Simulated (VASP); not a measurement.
AlCo, 2 atoms in the cell. It takes space group Pm-3m (No. 221, cubic). Conventional cell: a = 2.823 Å, b = 2.823 Å, c = 2.823 Å, α = 90.00°, β = 90.00°, γ = 90.00°. Within 3.2 Å of Al (site symmetry m-3m) lie 8 Co at 2.45 Å and 6 Al at 2.82 Å. Within 3.2 Å of Co (site symmetry m-3m) lie 8 Al at 2.45 Å and 6 Co at 2.82 Å. 

```yaml
Program: VASP 6.6.1
Task: single point
Functional: PBEsol
Potentials_or_basis: VASP PAW PBE potentials, release 64 (Al, Co)
Cutoff: 520 eV
k_mesh: 12 × 12 × 12
Occupations: fermi-dirac, width 0.1 eV
Spin: no spin polarisation
Dipole_correction: no
Further_INCAR_settings: ALGO = Normal; EDIFF = 1e-06; NBANDS = 13
```

Potentials or basis: VASP PAW PBE potentials, release 64 (Al, Co).

Launch:

```bash
$ cat potpaw_PBE.64/Al/POTCAR potpaw_PBE.64/Co/POTCAR > POTCAR
$ mpirun -np 1 vasp_std > vasp.out
```

Hardware: 1 thread of Intel(R) Xeon(R) 6975P-C (Granite Rapids) (shared host).

**Question.** How long does it take, and how much memory?

**Answer.** It took 6.8 s on 1 thread of Intel(R) Xeon(R) 6975P-C (Granite Rapids) (shared host), peak memory 0.15 GiB. Counts: scf iterations 12, k points 84.
